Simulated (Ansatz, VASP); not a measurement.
# ZrC in VASP and in Ansatz

```
Zr C
1.0
     3.22861    0.01003    0.00564
    -1.60562    2.81678    0.02073
     0.00507    0.02446    2.94339
Zr C
1 1
Direct
  0.96018 0.97482 0.98584
  0.70649 0.35852 0.51416
```

Change from the starting cell: all atoms moved at random (sigma 0.15 Å), cell strained at random (1 %).

Alike in both runs: task single point; functional PBE; k mesh 12 × 12 × 12; occupations gaussian, width 0.05 eV; no spin polarisation.

|  | VASP | Ansatz |
| --- | --- | --- |
| version | VASP 6.6.1 | Ansatz 0.2.0 |
| potentials or method | VASP PAW PBE potentials, release 64 (Zr_sv, C), cutoff 520 eV | scalar-relativistic, plane waves, PAW |
| valence electrons in the cell | 16 | 16 |

Ansatz gave:

* gap on the k mesh at the Fermi level (eV): none
* pressure (GPa): 6.2
* traceless stress, the component that is largest in VASP (GPa): -3.81
* rms of the force components (eV/Å): 0.447

Question: What did VASP give for the same quantities?

Answer: gap on the k mesh at the Fermi level (eV): none; pressure (GPa): 6.4; traceless stress, the component that is largest in VASP (GPa): -3.86; rms of the force components (eV/Å): 0.452.

Atom by atom the forces differ by 0.005 eV/Å (rms over components). A gap of «none» marks a metal or a gap that the smearing closes. With one functional, cell and mesh, what is left measures potentials, basis and numerics.
